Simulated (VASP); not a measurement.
**TaN: single point with PBEsol**

Crystal: TaN.

```
Ta N
1.0
     2.92381    0.00000    0.00000
    -1.46191    2.53210    0.00000
     0.00000    0.00000    2.87102
Ta N
1 1
Direct
  0.33333 0.66667 0.50000
  0.00000 0.00000 0.00000
```

* Program: VASP 6.6.1
* Task: single point
* Functional: PBEsol
* Potentials or basis: VASP PAW PBE potentials, release 64 (Ta_pv, N)
* Cutoff: 600 eV
* k mesh: 10 × 10 × 8
* Occupations: gaussian, width 0.05 eV
* Spin: collinear spin, ferromagnetic start
* Starting moments: [0.05, 0.0] μB

```json
{
 "Pressure": "0.7 GPa",
 "Band gap on the k mesh": "zero (filled and empty bands overlap)",
 "Net moment": "0.00 μB per cell",
 "Valence electrons inside the program's atomic spheres": "Ta 9.04; N 3.71"
}
```

Stress tensor (GPa, compression positive):
```
0.67 0.00 0.00
0.00 0.67 0.00
0.00 0.00 0.87
```

Levels at points of the mesh, in eV from the Fermi level:
Spin up:
```tsv
k point	band 6	band 7	band 8	band 9	band 10	band 11
(0.00, 0.00, 0.00)	-4.64	-4.31	-2.95	2.31	3.64	3.64
(0.50, 0.00, 0.00)	-5.29	-3.58	-3.20	3.02	4.11	5.27
(0.00, 0.00, 0.50)	-3.80	-3.80	-0.13	-0.13	2.46	3.33
(0.50, 0.00, 0.50)	-6.27	-5.79	-0.34	4.24	5.46	6.17
```
Spin down:
```csv
k point,band 5,band 6,band 7,band 8,band 9,band 10,band 11,band 12
"(0.00, 0.00, 0.00)",-4.64,-4.64,-4.31,-2.95,2.31,3.64,3.64,4.04
"(0.50, 0.00, 0.00)",-8.41,-5.29,-3.58,-3.20,3.02,4.11,5.27,5.39
"(0.00, 0.00, 0.50)",-9.49,-3.80,-3.80,-0.13,-0.13,2.46,3.33,3.33
"(0.50, 0.00, 0.50)",-7.44,-6.27,-5.79,-0.34,4.24,5.45,6.17,7.21
```

It took 59 s on 1 thread of Intel Xeon 8259CL (shared host), peak memory 0.19 GiB.

Caveat: the PAW data sets were made with another functional, which shifts forces and pressure a little; spin-orbit coupling is left out, which moves the levels of the heavy elements.
